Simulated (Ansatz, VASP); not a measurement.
# One calculation of W, two programs

```
W
1.0
     0.00000    2.92875    2.92875
     2.92875    0.00000    2.92875
     2.92875    2.92875    0.00000
W
2
Cartesian
  0.7322 0.7322 0.7322
  5.1253 5.1253 5.1253
```

Alike in both runs: task single point; functional revPBE; k mesh 11 × 11 × 11; occupations fermi-dirac, width 0.1 eV; no spin polarisation.

|  | VASP | Ansatz |
| --- | --- | --- |
| version | VASP 6.6.1 | Ansatz 0.2.0 |
| potentials or method | VASP PAW PBE potentials, release 64 (W_sv), cutoff 520 eV | plane waves (420 eV) with PAW, scalar-relativistic |
| valence electrons in the cell | 28 | 28 |

```tsv
	VASP	Ansatz	Ansatz less VASP
pressure (GPa)	0.4	0.0	-0.42
```

VASP's potentials were made for PBE, not for revPBE.

Neither program's run includes spin-orbit coupling.
